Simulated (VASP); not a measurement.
## Cd: single point with PBE

The system is Cd.

```xyz
1
Lattice="1.6080 0.9284 2.4493 -1.6080 0.9284 2.4493 0.0000 -1.8568 2.4493" Properties=species:S:1:pos:R:3 pbc="T T T"
Cd    0.0000    0.5000    0.0000
```

```yaml
Program: VASP 6.6.1
Task: single point
Functional: PBE
Potentials_or_basis: VASP PAW PBE potentials, release 64 (Cd)
Cutoff: 500 eV
k_mesh: 2 × 2 × 10
Occupations: gaussian, width 0.1 eV
Spin: no spin polarisation
```

```
Pressure               : 3.8 GPa
Band gap on the k mesh : zero (band 6 reaches 2.01 eV, above the bottom of band 7 at 1.18 eV)
```

Stress tensor (GPa, compression positive):
```
 13.31   0.00   0.00
  0.00 -15.08  10.74
  0.00  10.74  13.24
```

Levels at points of the mesh, in eV from the Fermi level:
```
           k point  band 4  band 5  band 6  band 7  band 8  band 9
(0.00, 0.00, 0.00)   -7.63   -7.59   -7.58   14.57   15.25   15.25
(0.50, 0.00, 0.00)   -7.33   -7.17   -1.31   -0.50   13.57   13.66
(0.00, 0.50, 0.00)   -7.33   -7.17   -1.31   -0.50   13.57   13.66
(0.50, 0.50, 0.00)   -7.15   -7.08    0.32    2.49    7.15    8.68
(0.00, 0.00, 0.50)   -7.33   -7.19   -1.33   -0.50   13.56   13.66
(0.50, 0.00, 0.50)   -7.14   -7.10    0.32    2.49    7.15    8.67
(0.00, 0.50, 0.50)   -7.14   -7.10    0.32    2.49    7.15    8.67
(0.50, 0.50, 0.50)   -7.19   -7.16   -0.81    0.64   12.58   12.60
```

Run time: 7.5 s on 1 thread of Intel Xeon 8259CL, on a shared host, peak memory 0.13 GiB.

Caveat: the k points lie up to 1.21 Å⁻¹ apart.
